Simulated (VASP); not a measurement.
CeC, 4 atoms in the cell. It takes space group F-43m (No. 216, cubic). The conventional cell has a = 5.492 Å, b = 5.492 Å, c = 5.492 Å, α = 90.00°, β = 90.00°, γ = 90.00°. Within 3.1 Å of Ce (site symmetry -43m) lie 4 C at 2.38 Å. Within 3.1 Å of C (site symmetry -43m) lie 4 Ce at 2.38 Å. 

| Property | Result |
| --- | --- |
| Program | VASP 6.6.1 |
| Task | single point |
| Functional | PBE |
| Potentials or basis | VASP PAW PBE potentials, release 64 (Ce, C) |
| Cutoff | 520 eV |
| k mesh | 8 × 8 × 8 |
| Occupations | gaussian, width 0.05 eV |
| Spin | no spin polarisation |
| Dipole correction | no |
| Further INCAR settings | ALGO = Normal; EDIFF = 1e-06; NBANDS = 24 |

Potentials or basis: VASP PAW PBE potentials, release 64 (Ce, C).

Command:

```bash
$ cat potpaw_PBE.64/Ce/POTCAR potpaw_PBE.64/C/POTCAR > POTCAR
$ mpirun -np 1 vasp_std > vasp.out
```

Hardware: 1 thread of Intel(R) Xeon(R) 6975P-C (Granite Rapids), with other jobs on the host.

How long does it take, and how much memory?

Run time: 2.7 min on 1 thread of Intel(R) Xeon(R) 6975P-C (Granite Rapids), on a shared host, peak memory 0.3 GiB. Counts: scf iterations 22, k points 65.
